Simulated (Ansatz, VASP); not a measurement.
# One calculation of GaN, two programs

INCAR

```
SYSTEM = GaN
ALGO = Normal
EDIFF = 1E-6
ENCUT = 600
GGA = PS
GGA_COMPAT = .False.
ISIF = 2
ISMEAR = 0
LASPH = .True.
LCHARG = .False.
LREAL = .False.
LWAVE = .False.
NBANDS = 16
NELM = 120
PREC = Accurate
SIGMA = 0.1
```

File KPOINTS:

```
k-points
0
Gamma
  6 6 6
  0 0 0
```

Contents of POSCAR:

```
GaN
1.0
    0.0000000000      2.4953213239      2.4953213239
    2.4953213239      0.0000000000      2.4953213239
    2.4953213239      2.4953213239      0.0000000000
Ga N
1 1
Direct
    0.0000000000      0.0000000000      0.0000000000
    0.7500000000      0.7500000000      0.7500000000
```

Input for Ansatz:

```yaml
crystal:
  lattice:
    - [0.0, 2.4953213239, 2.4953213239]
    - [2.4953213239, 0.0, 2.4953213239]
    - [2.4953213239, 2.4953213239, 0.0]
  atoms:
    - { symbol: Ga, position: [0.0, 0.0, 0.0] }
    - { symbol: "N", position: [0.75, 0.75, 0.75] }
basis:
  ecutwfc: 420
kpoints:
  mp_grid: { grid: [6, 6, 6] }
hamiltonian:
  xc: pbesol
scf:
  occupations: { method: gaussian, width: 0.1 }
output:
  forces: true
  stress: true
  eigenvalues: true
```

Alike in both runs: task single point; functional PBEsol; k mesh 6 × 6 × 6; occupations gaussian, width 0.1 eV; no spin polarisation.

|  | VASP | Ansatz |
| --- | --- | --- |
| version | VASP 6.6.1 | Ansatz 0.2.0 |
| potentials or method | VASP PAW PBE potentials, release 64 (Ga_d, N), cutoff 600 eV | scalar-relativistic, plane waves, PAW |
| valence electrons in the cell | 18 | 18 |

Ansatz gave:

* gap on the k mesh at the Fermi level (eV): none
* pressure (GPa): -28.8

Problem. What did VASP give for the same quantities?

Solution. gap on the k mesh at the Fermi level (eV): none; pressure (GPa): -28.9.

VASP's potentials were made for PBE, not for PBEsol. A gap of «none» marks a metal or a gap that the smearing closes. Both programs put the cell under strong tension, so it lies far from rest at this level.

The k mesh is coarse, so the values compare programs but aren't converged.
